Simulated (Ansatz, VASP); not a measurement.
**HfTa: VASP beside Ansatz**

```
Ta Hf
1.0
     1.71275   -2.39960    0.00000
     1.71275    2.39960    0.00000
     0.00000    0.00000    4.65365
Ta Hf
1 1
Direct
  0.50000 0.50000 0.50000
  0.00000 0.00000 0.00000
```

Alike in both runs: functional PBE; k mesh 8 × 8 × 5; occupations fermi-dirac, width 0.05 eV; no spin polarisation.

|  | VASP | Ansatz |
| --- | --- | --- |
| version | VASP 6.6.1 | Ansatz 0.2.0 |
| potentials or method | VASP PAW PBE potentials, release 64 (Ta_pv, Hf_pv) | Ansatz PAW |
| plane-wave cutoff (eV) | 520 | 420 |
| valence electrons in the cell | 21 | 39 |
| task | single point | band structure |

|  | VASP | Ansatz | Ansatz less VASP |
| --- | --- | --- | --- |
| gap on the k mesh at the Fermi level (eV) | none | none | - |
| pressure (GPa) | 6.7 | 6.9 | +0.23 |
| traceless stress, the component that is largest in VASP (GPa) | 3.15 | 3.25 | +0.095 |

A gap of «none» marks a metal or a gap that the smearing closes. VASP's potentials hold 21 valence electrons a cell and Ansatz's 39, so a difference there can come from the potentials and not from the codes.

Spin-orbit coupling is off throughout.
